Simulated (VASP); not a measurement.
BaTiO3 (Barioperovskite):

```
Ba Ti O
1.0
     3.96341    0.00000    0.00000
     0.00000    2.85775    2.87421
     0.00000   -2.85775    2.87421
Ba Ti O
1 1 3
Direct
  0.00000 0.00841 0.00841
  0.50000 0.52396 0.52396
  0.00000 0.49039 0.49039
  0.50000 0.49397 0.98015
  0.50000 0.98015 0.49397
```

Base run:

| Quantity | Value |
| --- | --- |
| Program | VASP 6.6.1 |
| Functional | PBE |
| Potentials or basis | VASP PAW PBE potentials, release 64 (Ba_sv, Ti_sv, O) |
| Cutoff | 520 eV |
| k mesh | 6 × 6 × 6 |
| Occupations | fermi-dirac, width 0.02 eV |
| Spin | no spin polarisation |

Its results: band gap on the k mesh 2.25 eV, indirect (least direct gap 2.70 eV); pressure 4.9 GPa; largest force 0.155 eV/Å.

The run is repeated on the same cell with these changes: functional from PBE to r2SCAN; occupations from fermi-dirac, width 0.02 eV to gaussian, width 0.01 eV. What comes out?

Band gap on the k mesh 2.64 eV, indirect (least direct gap 3.12 eV); pressure 1.9 GPa; largest force 0.174 eV/Å.

Caveats: spin-orbit coupling is left out, which moves the levels of the heavy elements; the PAW data sets were made with another functional, which shifts forces and pressure a little (some runs).

A k mesh can miss the band edges.
